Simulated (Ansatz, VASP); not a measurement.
## Two plane-wave programs on Ag

INCAR

```
SYSTEM = Ag
ALGO = Normal
EDIFF = 1E-6
ENCUT = 520
GGA = RP
ISIF = 2
ISMEAR = -1
LASPH = .True.
LCHARG = .True.
LELF = .True.
LREAL = .False.
LVHAR = .True.
LWAVE = .False.
NBANDS = 12
NELM = 80
PREC = Accurate
SIGMA = 0.1
```

Contents of KPOINTS:

```
k-points
0
Gamma
  13 13 13
  0 0 0
```

Contents of POSCAR:

```
Ag
1.0
    2.8730685751      0.0000000000      0.0000000000
    0.0000000000      2.8730685751      0.0000000000
    0.0000000000      0.0000000000      2.8730685751
Ag
1
Direct
    0.0000000000      0.0000000000      0.0000000000
```

Input for Ansatz:

```yaml
crystal:
  lattice:
    - [2.8730685751, 0.0, 0.0]
    - [0.0, 2.8730685751, 0.0]
    - [0.0, 0.0, 2.8730685751]
  atoms:
    - { symbol: Ag, position: [0.0, 0.0, 0.0] }
hamiltonian:
  xc: rpbe
  pseudopotentials:
    kind: paw
    azcp:
      Ag: "pseudopotentials/Ag.paw.azcp"
basis:
  ecutwfc: 420
  fft_grid_basis: typed
kpoints:
  mp_grid: { grid: [13, 13, 13], shift: [0, 0, 0] }
magnetization:
  spin_polarized: false
scf:
  occupations: { method: fermi_dirac, width: 0.1 }
  lower_state_search: "off"
output:
  stress: true
```

Alike in both runs: task single point; functional RPBE; k mesh 13 × 13 × 13; occupations fermi-dirac, width 0.1 eV; no spin polarisation.

|  | VASP | Ansatz |
| --- | --- | --- |
| version | VASP 6.6.1 | Ansatz 0.2.0 |
| potentials or method | VASP PAW PBE potentials, release 64 (Ag), cutoff 520 eV | plane waves (420 eV) with PAW, scalar-relativistic |
| valence electrons in the cell | 11 | 19 |

```tsv
	VASP	Ansatz	Ansatz less VASP
pressure (GPa)	-3.3	-3.3	+0.03
```

VASP's potentials were made for PBE, not for RPBE. With one functional, cell and mesh, what is left measures potentials, basis and numerics. VASP's potentials hold 11 valence electrons a cell and Ansatz's 19, so a difference there can come from the potentials and not from the codes.
